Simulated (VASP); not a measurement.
# Pt (Fm-3m) in VASP: notebook

Runs on Pt. Level: r2SCAN. Tasks: single point.

All numbers are computed with VASP 6.6.1; they aren't measurements. Logs are shortened: lines on timing, memory, paths and dates and some standing lists are left out, and cuts for length are marked.

### 1 The cell of the first run

The structure is cubic, space group Fm-3m (No. 225). Conventional cell: a = 3.911 Å, b = 3.911 Å, c = 3.911 Å, α = 90.00°, β = 90.00°, γ = 90.00°. Within 3.6 Å of Pt (site symmetry m-3m) lie 12 Pt at 2.77 Å.

### 2 Single point, r2SCAN

POSCAR

```
Pt
1.0
    0.0000000000      1.9555000000      1.9555000000
    1.9555000000      0.0000000000      1.9555000000
    1.9555000000      1.9555000000      0.0000000000
Pt
1
Direct
    0.0000000000      0.0000000000      0.0000000000
```

INCAR.step1

```
SYSTEM = Pt
  PREC = Accurate
  ENCUT = 550
  ISMEAR = -1
  SIGMA = 0.1
  LREAL = .False.
  LASPH = .True.
  NELM = 120
  NBANDS = 11
  GGA = PE
  ALGO = Normal
  EDIFF = 1E-5
  LWAVE = .True.
  LCHARG = .False.
  GGA_COMPAT = .False.
```

INCAR.step2

```
SYSTEM = Pt
  PREC = Accurate
  ENCUT = 550
  EDIFF = 1E-6
  ISMEAR = -1
  SIGMA = 0.1
  LREAL = .False.
  LASPH = .True.
  NELM = 120
  ALGO = Normal
  ISIF = 2
  LWAVE = .False.
  LCHARG = .False.
  METAGGA = R2SCAN
  LMIXTAU = .True.
  NBANDS = 11
  ISTART = 1
  GGA_COMPAT = .False.
```

KPOINTS

```
Automatic mesh
0
Gamma
  6 6 6
  0 0 0
```

Potentials or basis: VASP PAW PBE potentials, release 64 (Pt).

Launch:

```console
cat potpaw_PBE.64/Pt/POTCAR > POTCAR
cp INCAR.step1 INCAR
mpirun -np 1 vasp_std > vasp.out
cp INCAR.step2 INCAR
mpirun -np 1 vasp_std > vasp.out
```

OUTCAR:

```text
SYSTEM = Pt
   PREC = Accurate
   ENCUT = 550
   EDIFF = 1E-6
   ISMEAR = -1
   LREAL = .False.
   LASPH = .True.
   NELM = 120
   ISIF = 2
   METAGGA = R2SCAN
   ISTART = 1

 ion  position               nearest neighbor table
   1  0.000  0.000  0.000-

  LATTYP: Found a face centered cubic cell.
 ALAT       =     3.9110000000

  Lattice vectors:

 A1 = (   0.0000000000,   1.9555000000,   1.9555000000)
 A2 = (   1.9555000000,   0.0000000000,   1.9555000000)
 A3 = (   1.9555000000,   1.9555000000,   0.0000000000)

Analysis of symmetry for initial positions (statically):
=====================================================================
 Subroutine PRICEL returns:
 Original cell was already a primitive cell.

 Routine SETGRP: Setting up the symmetry group for a
 face centered cubic supercell.

 Subroutine GETGRP returns: Found 48 space group operations
 (whereof 48 operations were pure point group operations)
 out of a pool of 48 trial point group operations.

The static configuration has the point symmetry O_h .

Analysis of symmetry for dynamics (positions and initial velocities):
=====================================================================
 Subroutine PRICEL returns:
 Original cell was already a primitive cell.

 Routine SETGRP: Setting up the symmetry group for a
 face centered cubic supercell.

 Subroutine GETGRP returns: Found 48 space group operations
 (whereof 48 operations were pure point group operations)
 out of a pool of 48 trial point group operations.

The dynamic configuration has the point symmetry O_h .

 Subroutine INISYM returns: Found 48 space group operations
 (whereof 48 operations are pure point group operations),
 and found     1 'primitive' translations

----------------------------------------------------------------------------------------

                                     Primitive cell

  volume of cell :      14.9556

  direct lattice vectors                    reciprocal lattice vectors
     0.000000000  1.955500000  1.955500000    -0.255689082  0.255689082  0.255689082
     1.955500000  0.000000000  1.955500000     0.255689082 -0.255689082  0.255689082
     1.955500000  1.955500000  0.000000000     0.255689082  0.255689082 -0.255689082

  length of vectors
     2.765494621  2.765494621  2.765494621     0.442866481  0.442866481  0.442866481

[... 72 lines left out ...]
   NSW    =      0    number of steps for IOM
   IBRION =     -1    ionic relax: 0-MD 1-quasi-New 2-CG
   NFREE  =      0    steps in history (QN), initial steepest desc. (CG)
   ISIF   =      2    stress and relaxation
   ISYM   =      2    0-nonsym 1-usesym 2-fastsym
   POTIM  = 0.5000    time-step for ionic-motion
   TEBEG  =    0.0;   TEEND  =   0.0 temperature during run
   PSTRESS=    0.0 pullay stress
   NELECT =      10.0000    total number of electrons
   NUPDOWN=      -1.0000    fix difference up-down
   EMIN   =  10.00;   EMAX   =-10.00  energy-range for DOS
   EFERMI =   0.00;   METHOD = LEGACY
   ISMEAR =    -1;   SIGMA  =   0.10  broadening in eV -4-tet -1-fermi 0-gaus
   EFERMI_NEDOS =   21; number of points for ismear=-14 and -15
   IALGO  =     38    algorithm
   IMIX   =      4    mixing-type and parameters
     AMIX     =   0.40;   BMIX     =  1.00
     AMIX_MAG =   1.60;   BMIX_MAG =  1.00
  volume/ion in A,a.u.               =      14.96       100.93
  Fermi-wavevector in a.u.,A,eV,Ry     =   1.431552  2.705240 27.882964  2.049340
  Thomas-Fermi vector in A             =   2.551276
   LORBIT       =      0    0 simple, 1 ext, 2 COOP (PROOUT), +10 PAW based schemes
   METAGGA = R2SCAN    functional components
   LHFCALC =     F    Hartree Fock is set to
   AEXX    =    0.0000 exact exchange contribution
   IVDW    =     0    specifies the selected vdW correction
   LEPSILON=     F    determine dielectric tensor
   LRPA    =     F    only Hartree local field effects (RPA)
 non-spin polarized calculation
  energy-cutoff  :      550.00
  volume of cell :       14.96
 maximum number of plane-waves:       447
 NGX is ok and might be reduce to    24
   NGX = 11   NGY = 11   NGZ = 11

 number of electron       9.9999999 magnetization

 Free energy of the ion-electron system (eV)
  ---------------------------------------------------
  ext. energy  EPLUGINS =         0.00000000
  ---------------------------------------------------
  free energy    TOTEN  =       -51.62338425 eV

  energy without entropy =      -51.58361720  energy(sigma->0) =      -51.60350073

 E-fermi :  11.1348     XC(G=0): -14.7094

 val. band max:       11.0835828521   @ k =   0.5000   0.5000   0.0000
 cond. band min:      11.1663688505   @ k =   0.5000   0.0000   0.0000
 fundamental gap:      0.0827859984
 Fermi energy:        11.1347785202

 k-point     1 :       0.0000    0.0000    0.0000
  band No.  band energies     occupation
      1       0.5728      2.00000
      2       7.1727      2.00000
      3       7.1727      2.00000
      4       7.1727      2.00000
      5       9.3682      2.00000
      6       9.3682      2.00000
      7      26.6500      0.00000
      8      31.8615      0.00000
      9      31.8615      0.00000
     10      31.8615      0.00000
     11      37.7762      0.00000
[... 197 lines left out ...]
 k-point    16 :      -0.3333    0.5000    0.1667
  band No.  band energies     occupation
      1       4.7453      2.00000
      2       5.1797      2.00000
      3       7.9997      2.00000
      4       9.6548      2.00000
      5      11.6721      0.00924
      6      17.5372      0.00000
      7      19.0557      0.00000
      8      21.7842      0.00000
      9      23.8751      0.00000
     10      35.8357      0.00000
     11      37.0329      0.00000

------------------------ aborting loop because EDIFF is reached ----------------------------------------

  FORCE on cell =-STRESS in cart. coord.  units (eV):
  Direction    XX          YY          ZZ          XY          YZ          ZX
  --------------------------------------------------------------------------------------
  -------------------------------------------------------------------------------------
  Total        0.4428577      0.4428577      0.4428577     -0.0000000      0.0000000     -0.0000000
  in kB       47.4429095     47.4429095     47.4429095     -0.0000000      0.0000000     -0.0000000
  external PRESSURE =      47.4429095 kB  Pullay stress =       0.0000000 kB

 VOLUME and BASIS-vectors are now :
 -----------------------------------------------------------------------------
  energy-cutoff  :      550.00
  volume of cell :       14.96
      direct lattice vectors                 reciprocal lattice vectors
     0.000000000  1.955500000  1.955500000    -0.255689082  0.255689082  0.255689082
     1.955500000  0.000000000  1.955500000     0.255689082 -0.255689082  0.255689082
     1.955500000  1.955500000  0.000000000     0.255689082  0.255689082 -0.255689082

 POSITION                                       TOTAL-FORCE (eV/Angst)
 -----------------------------------------------------------------------------------
      0.00000      0.00000      0.00000         0.000000      0.000000      0.000000
 -----------------------------------------------------------------------------------
    total drift:                               -0.000000      0.000000     -0.000000

  FREE ENERGIE OF THE ION-ELECTRON SYSTEM (eV)
  ---------------------------------------------------
  free  energy   TOTEN  =       -51.6233842495 eV

  energy  without entropy=      -51.5836172030  energy(sigma->0) =      -51.60350073
```

Wall time 12 s (1 thread of Intel Xeon Platinum 8375C at 2.90GHz (Ice Lake), shared host); peak memory 0.14 GiB.

What came out:

- Free energy: -51.6234 eV
- Pressure: 4.7 GPa
- Band gap on the k mesh: zero (band 5 reaches 11.67 eV, above the bottom of band 6 at 9.27 eV)

Caveat: the k points lie up to 0.46 Å⁻¹ apart; the PAW data sets were made with another functional, which shifts forces and pressure a little; spin-orbit coupling is left out, which moves the levels of the heavy elements.

### 3 Single point, r2SCAN

POSCAR is that of step 2.

INCAR.step1

```
SYSTEM = Pt
PREC = Accurate
ENCUT = 550
ISMEAR = -1
SIGMA = 0.1
LREAL = .FALSE.
LASPH = .TRUE.
NELM = 120
NBANDS = 11
GGA = PE
ALGO = Normal
EDIFF = 1E-5
LWAVE = .TRUE.
LCHARG = .FALSE.
GGA_COMPAT = .FALSE.
```

INCAR.step2

```
SYSTEM = Pt
PREC = Accurate
ENCUT = 550
EDIFF = 1E-6
ISMEAR = -1
SIGMA = 0.1
LREAL = .FALSE.
LASPH = .TRUE.
NELM = 120
ALGO = Normal
ISIF = 2
LWAVE = .FALSE.
LCHARG = .FALSE.
METAGGA = R2SCAN
LMIXTAU = .TRUE.
NBANDS = 11
ISTART = 1
GGA_COMPAT = .FALSE.
```

KPOINTS

```
regular mesh
0
G
  12 12 12
  0 0 0
```

Potentials or basis: VASP PAW PBE potentials, release 64 (Pt).

Launch:

```console
cat potpaw_PBE.64/Pt/POTCAR > POTCAR
cp INCAR.step1 INCAR
mpirun -np 1 vasp_std > vasp.out
cp INCAR.step2 INCAR
mpirun -np 1 vasp_std > vasp.out
```

Wall time 28 s (1 thread of Intel Xeon Platinum 8375C at 2.90GHz (Ice Lake), shared host); peak memory 0.15 GiB.

It converged, with:

| Property | Result |
| --- | --- |
| Free energy | -51.5221 eV |
| Pressure | 7.7 GPa |
| Band gap on the k mesh | zero (band 5 reaches 11.72 eV, above the bottom of band 6 at 9.31 eV) |

Levels at points of the mesh, in eV from the Fermi level:
| k point | band 3 | band 4 | band 5 | band 6 | band 7 | band 8 |
| --- | --- | --- | --- | --- | --- | --- |
| (0.00, 0.00, 0.00) | -4.00 | -4.00 | -1.80 | -1.80 | 15.42 | 20.64 |
| (0.50, 0.00, 0.00) | -4.10 | -0.37 | 0.00 | 0.00 | 6.20 | 15.07 |
| (0.50, 0.50, 0.00) | -0.08 | 0.51 | 0.51 | 1.90 | 9.41 | 12.02 |

Caveat: the PAW data sets were made with another functional, which shifts forces and pressure a little; spin-orbit coupling is left out, which moves the levels of the heavy elements.

[end of part 1 of 2]
